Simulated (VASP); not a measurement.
# Ge5P (F-43m) in VASP: further runs

The runs below take Ge5P through single point, relaxation of cell and atoms, with PBE.

Everything below comes from runs of VASP 6.6.1. Logs are shortened: lines on timing, memory, paths and dates and some standing lists are left out, and cuts for length are marked.

## (1) The cell of the first run

The structure is cubic, space group F-43m (No. 216). The conventional cell has a = 7.779 Å, b = 7.779 Å, c = 7.779 Å, α = 90.00°, β = 90.00°, γ = 90.00°. Ge (site symmetry -43m) has 12 Ge at 3.23 Å and 4 P at 3.37 Å within 4.2 Å. Ge (site symmetry 3m) has 9 Ge at 2.75 to 3.23 Å and 3 P at 3.22 Å within 3.6 Å. P (site symmetry -43m) has 16 Ge at 3.22 to 3.37 Å within 4.2 Å.

The cell was built from a structure type or drawn by symmetry, and may not be a known phase.

## (2) Single point, PBE

The input, INCAR:

```
PREC = Accurate
ENCUT = 520
EDIFF = 1E-6
ISMEAR = 0
SIGMA = 0.1
LREAL = F
LASPH = T
NELM = 100
ALGO = Normal
ISIF = 2
LWAVE = F
LCHARG = F
GGA = PE
NBANDS = 46
```

The input, KPOINTS:

```
regular mesh
0
Gamma
  8 8 8
```

The input, POSCAR:

```
Ge5P
1.0
    0.0000000000      3.8896334976      3.8896334976
    3.8896334976      0.0000000000      3.8896334976
    3.8896334976      3.8896334976      0.0000000000
Ge P
5 1
Direct
    0.5000000000      0.5000000000      0.5000000000
    0.8752321645      0.3743035064      0.8752321645
    0.8752321645      0.8752321645      0.8752321645
    0.3743035064      0.8752321645      0.8752321645
    0.8752321645      0.8752321645      0.3743035064
    0.2500000000      0.2500000000      0.2500000000
```

Potentials or basis: VASP PAW PBE potentials, release 64 (Ge_d, P).

The run is started by

```console
> cat potpaw_PBE.64/Ge_d/POTCAR potpaw_PBE.64/P/POTCAR > POTCAR
> mpirun -np 1 vasp_std > vasp.out
```

OUTCAR:

```text
PREC = Accurate
   ENCUT = 520
   EDIFF = 1E-6
   ISMEAR = 0
   LREAL = F
   LASPH = T
   NELM = 100
   ISIF = 2
   GGA = PE

 ion  position               nearest neighbor table
   1  0.500  0.500  0.500-
   2  0.875  0.374  0.875-   3 2.75   4 2.75   5 2.75   5 2.76   3 2.76   4 2.76
   3  0.875  0.875  0.875-   2 2.75   4 2.75   5 2.75   5 2.76   2 2.76   4 2.76
   4  0.374  0.875  0.875-   2 2.75   3 2.75   5 2.75   3 2.76   5 2.76   2 2.76
   5  0.875  0.875  0.374-   2 2.75   3 2.75   4 2.75   3 2.76   2 2.76   4 2.76
   6  0.250  0.250  0.250-

  LATTYP: Found a face centered cubic cell.
 ALAT       =     7.7792669952

  Lattice vectors:

 A1 = (   0.0000000000,   3.8896334976,   3.8896334976)
 A2 = (   3.8896334976,   0.0000000000,   3.8896334976)
 A3 = (   3.8896334976,   3.8896334976,   0.0000000000)

Analysis of symmetry for initial positions (statically):
=====================================================================
 Subroutine PRICEL returns:
 Original cell was already a primitive cell.

 Routine SETGRP: Setting up the symmetry group for a
 face centered cubic supercell.

 Subroutine GETGRP returns: Found 24 space group operations
 (whereof 24 operations were pure point group operations)
 out of a pool of 48 trial point group operations.

The static configuration has the point symmetry T_d .

Analysis of symmetry for dynamics (positions and initial velocities):
=====================================================================
 Subroutine PRICEL returns:
 Original cell was already a primitive cell.

 Routine SETGRP: Setting up the symmetry group for a
 face centered cubic supercell.

 Subroutine GETGRP returns: Found 24 space group operations
 (whereof 24 operations were pure point group operations)
 out of a pool of 48 trial point group operations.

The dynamic configuration has the point symmetry T_d .

 Subroutine INISYM returns: Found 24 space group operations
 (whereof 24 operations are pure point group operations),
 and found     1 'primitive' translations

----------------------------------------------------------------------------------------

                                     Primitive cell

  volume of cell :     117.6945

  direct lattice vectors                    reciprocal lattice vectors
     0.000000000  3.889633498  3.889633498    -0.128546816  0.128546816  0.128546816
     3.889633498  0.000000000  3.889633498     0.128546816 -0.128546816  0.128546816
[... 96 lines left out ...]
   NSW    =      0    number of steps for IOM
   IBRION =     -1    ionic relax: 0-MD 1-quasi-New 2-CG
   NFREE  =      0    steps in history (QN), initial steepest desc. (CG)
   ISIF   =      2    stress and relaxation
   ISYM   =      2    0-nonsym 1-usesym 2-fastsym
   POTIM  = 0.5000    time-step for ionic-motion
   TEBEG  =    0.0;   TEEND  =   0.0 temperature during run
   PSTRESS=    0.0 pullay stress
   NELECT =      75.0000    total number of electrons
   NUPDOWN=      -1.0000    fix difference up-down
   EMIN   =  10.00;   EMAX   =-10.00  energy-range for DOS
   EFERMI =   0.00;   METHOD = LEGACY
   ISMEAR =     0;   SIGMA  =   0.10  broadening in eV -4-tet -1-fermi 0-gaus
   EFERMI_NEDOS =   21; number of points for ismear=-14 and -15
   IALGO  =     38    algorithm
   IMIX   =      4    mixing-type and parameters
     AMIX     =   0.40;   BMIX     =  1.00
     AMIX_MAG =   1.60;   BMIX_MAG =  1.00
  volume/ion in A,a.u.               =      19.62       132.37
  Fermi-wavevector in a.u.,A,eV,Ry     =   1.408780  2.662209 27.002961  1.984662
  Thomas-Fermi vector in A             =   2.530903
   LORBIT       =      0    0 simple, 1 ext, 2 COOP (PROOUT), +10 PAW based schemes
   GGA     = PE    functional components
   LHFCALC =     F    Hartree Fock is set to
   AEXX    =    0.0000 exact exchange contribution
   IVDW    =     0    specifies the selected vdW correction
   LEPSILON=     F    determine dielectric tensor
   LRPA    =     F    only Hartree local field effects (RPA)
 non-spin polarized calculation
 Gauss-broadening in eV      SIGMA  =   0.10
  energy-cutoff  :      520.00
  volume of cell :      117.69
 maximum number of plane-waves:      3218
 NGX is ok and might be reduce to    42
   NGX = 21   NGY = 21   NGZ = 21

 number of electron      75.0000031 magnetization

 Free energy of the ion-electron system (eV)
  ---------------------------------------------------
  ext. energy  EPLUGINS =         0.00000000
  ---------------------------------------------------
  free energy    TOTEN  =       -24.49947165 eV

  energy without entropy =      -24.48439500  energy(sigma->0) =      -24.49193333

 E-fermi :   6.2879     XC(G=0): -10.9192

 val. band max:        6.2618297501   @ k =   0.5000   0.0000   0.0000
 cond. band min:       6.2974187680   @ k =   0.3750   0.2500   0.1250
 fundamental gap:      0.0355890179
 Fermi energy:         6.2879389733

 k-point     1 :       0.0000    0.0000    0.0000
  band No.  band energies     occupation
      1     -18.7153      2.00000
      2     -18.7153      2.00000
      3     -18.7135      2.00000
      4     -18.7135      2.00000
      5     -18.7135      2.00000
      6     -18.6295      2.00000
[... 1165 lines left out ...]
     45      10.2957      0.00000
     46      10.6176      0.00000

 [... further k-points ...]

------------------------ aborting loop because EDIFF is reached ----------------------------------------

  FORCE on cell =-STRESS in cart. coord.  units (eV):
  Direction    XX          YY          ZZ          XY          YZ          ZX
  --------------------------------------------------------------------------------------
  -------------------------------------------------------------------------------------
  Total        0.0476958      0.0476958      0.0476958      0.0000000     -0.0000000      0.0000000
  in kB        0.6492844      0.6492844      0.6492844      0.0000000     -0.0000000      0.0000000
  external PRESSURE =       0.6492844 kB  Pullay stress =       0.0000000 kB

 VOLUME and BASIS-vectors are now :
 -----------------------------------------------------------------------------
  energy-cutoff  :      520.00
  volume of cell :      117.69
      direct lattice vectors                 reciprocal lattice vectors
     0.000000000  3.889633498  3.889633498    -0.128546816  0.128546816  0.128546816
     3.889633498  0.000000000  3.889633498     0.128546816 -0.128546816  0.128546816
     3.889633498  3.889633498  0.000000000     0.128546816  0.128546816 -0.128546816

 POSITION                                       TOTAL-FORCE (eV/Angst)
 -----------------------------------------------------------------------------------
      3.88963      3.88963      3.88963         0.000000      0.000000      0.000000
      4.86024      6.80866      4.86024        -0.000649      0.000649     -0.000649
      6.80866      6.80866      6.80866         0.000649      0.000649      0.000649
      6.80866      4.86024      4.86024         0.000649     -0.000649     -0.000649
      4.86024      4.86024      6.80866        -0.000649     -0.000649      0.000649
      1.94482      1.94482      1.94482         0.000000      0.000000      0.000000
 -----------------------------------------------------------------------------------
    total drift:                                0.000001      0.000001      0.000001

  FREE ENERGIE OF THE ION-ELECTRON SYSTEM (eV)
  ---------------------------------------------------
  free  energy   TOTEN  =       -24.4994716489 eV

  energy  without entropy=      -24.4843950031  energy(sigma->0) =      -24.49193333
```

OSZICAR:

```text
N       E                     dE             d eps       ncg     rms          rms(c)
DAV:   1     0.794972904726E+03    0.79497E+03   -0.34968E+04  3184   0.439E+03
DAV:   2     0.123430517674E+03   -0.67154E+03   -0.65361E+03  2668   0.100E+03
DAV:   3    -0.138370420431E+02   -0.13727E+03   -0.13351E+03  2868   0.236E+02
DAV:   4    -0.244124698745E+02   -0.10575E+02   -0.10415E+02  3140   0.724E+01
DAV:   5    -0.246815095867E+02   -0.26904E+00   -0.26870E+00  2962   0.128E+01    0.350E+00
DAV:   6    -0.245284379723E+02    0.15307E+00   -0.36922E-01  3512   0.450E+00    0.190E+00
DAV:   7    -0.245055921848E+02    0.22846E-01   -0.14031E-01  2974   0.250E+00    0.814E-01
DAV:   8    -0.245002056042E+02    0.53866E-02   -0.20117E-02  3324   0.959E-01    0.269E-01
DAV:   9    -0.244994309045E+02    0.77470E-03   -0.37629E-03  3568   0.512E-01    0.886E-02
DAV:  10    -0.244994562869E+02   -0.25382E-04   -0.51967E-04  3260   0.322E-01    0.435E-02
DAV:  11    -0.244994723573E+02   -0.16070E-04   -0.87898E-05  3210   0.755E-02    0.109E-02
DAV:  12    -0.244994715676E+02    0.78972E-06   -0.14342E-05  3400   0.570E-02    0.451E-03
DAV:  13    -0.244994716489E+02   -0.81332E-07   -0.18917E-06  1812   0.145E-02
   1 F= -.24499472E+02 E0= -.24491933E+02  d E =-.150766E-01
```

Wall time 2.5 min (1 thread of Oxide Virtual Turin-like, shared host); peak memory 0.27 GiB.

Results:

| Property | Result |
| --- | --- |
| Free energy | -24.4995 eV |
| Pressure | 0.1 GPa |
| Band gap on the k mesh | zero (an odd number of electrons rules out a gap without spin polarisation) |

Levels at points of the mesh, in eV from the Fermi level:
```tsv
k point	band 33	band 34	band 35	band 36	band 37	band 38	band 39	band 40	band 41	band 42
(0.00, 0.00, 0.00)	-4.31	-4.31	-4.31	-1.89	-1.89	-1.89	-1.61	-1.61	3.46	3.46
(0.50, 0.00, 0.00)	-4.37	-3.36	-1.16	-0.84	-0.84	-0.03	-0.03	1.59	2.35	2.88
(0.50, 0.50, 0.00)	-1.88	-1.51	-1.51	0.15	0.23	0.23	0.85	0.90	1.29	1.77
```

## (3) Relaxation of cell and atoms, PBE

This run uses another cell than the first one, of 19.69 Å³/atom.

The input, INCAR:

```
SYSTEM = Ge5P
ALGO     = Normal         ! electronic algorithm
EDIFF    = 1E-6           ! SCF threshold, eV
EDIFFG   = -0.01          ! ionic threshold
ENCUT    = 600            ! plane-wave cutoff, eV
GGA      = PE             ! functional
IBRION   = 2              ! ionic algorithm
ISIF     = 3              ! what is computed and relaxed
ISMEAR   = 0              ! smearing method
LASPH    = .TRUE.         ! aspherical terms in the spheres
LCHARG   = .FALSE.        ! write CHGCAR
LREAL    = .FALSE.        ! projectors in reciprocal space
LWAVE    = .FALSE.        ! write WAVECAR
NELM     = 80             ! most SCF steps
NSW      = 100            ! ionic steps
PREC     = Accurate       ! precision mode
SIGMA    = 0.1            ! smearing width, eV
```

The input, KPOINTS:

```
k-points
0
G
  8 8 8
  0 0 0
```

The input, POSCAR:

```
Ge5P
1.0
    0.0000000000      3.8945662458      3.8945662458
    3.8945662458      0.0000000000      3.8945662458
    3.8945662458      3.8945662458      0.0000000000
Ge P
5 1
Direct
    0.5000000000      0.5000000000      0.5000000000
    0.8752251938      0.3743244185      0.8752251938
    0.8752251938      0.8752251938      0.8752251938
    0.3743244185      0.8752251938      0.8752251938
    0.8752251938      0.8752251938      0.3743244185
    0.2500000000      0.2500000000      0.2500000000
```

Potentials or basis: VASP PAW PBE potentials, release 64 (Ge_d, P).

The run is started by

```console
> cat potpaw_PBE.64/Ge_d/POTCAR potpaw_PBE.64/P/POTCAR > POTCAR
> mpirun -np 1 vasp_std > vasp.out
```

Wall time 7.2 min (1 thread of Oxide Virtual Turin-like, shared host); peak memory 0.38 GiB.

It converged, with:

| Item | Value |
| --- | --- |
| Free energy | -24.4999 eV |
| Relaxed volume | 19.64 Å³/atom |
| Relaxed cell | a = 5.503 Å, b = 5.503 Å, c = 5.503 Å, α = 60.00°, β = 60.00°, γ = 60.00° |
| Space group after relaxing (to 0.1 Å) | F-43m (No. 216) |
| Energy gained by relaxing | 0.0 meV/atom |
| Ionic steps | 2 |
| Pressure after relaxing | 0.0 GPa |
| Band gap on the k mesh | zero (an odd number of electrons rules out a gap without spin polarisation) |

Step by step:
```csv
step,energy change (eV),largest force (eV/Å),pressure (GPa),volume (Å³)
1,0.0000,0.0019,-0.15,118.14
2,-0.0001,0.0000,-0.05,117.82
```

Final structure:
```xyz
6
Lattice="0.0000 3.8911 3.8911 3.8911 0.0000 3.8911 3.8911 3.8911 0.0000" Properties=species:S:1:pos:R:3 pbc="T T T"
Ge    3.8911    3.8911    3.8911
Ge    4.8620    6.8112    4.8620
Ge    6.8112    6.8112    6.8112
Ge    6.8112    4.8620    4.8620
Ge    4.8620    4.8620    6.8112
P     1.9455    1.9455    1.9455
```

Levels at points of the mesh, in eV from the Fermi level:
| k point | band 33 | band 34 | band 35 | band 36 | band 37 | band 38 | band 39 | band 40 | band 41 | band 42 |
| --- | --- | --- | --- | --- | --- | --- | --- | --- | --- | --- |
| (0.00, 0.00, 0.00) | -4.30 | -4.30 | -4.30 | -1.89 | -1.89 | -1.89 | -1.61 | -1.61 | 3.46 | 3.46 |
| (0.50, 0.00, 0.00) | -4.37 | -3.36 | -1.15 | -0.84 | -0.84 | -0.02 | -0.02 | 1.59 | 2.35 | 2.87 |
| (0.50, 0.50, 0.00) | -1.88 | -1.52 | -1.52 | 0.15 | 0.23 | 0.23 | 0.86 | 0.90 | 1.29 | 1.77 |
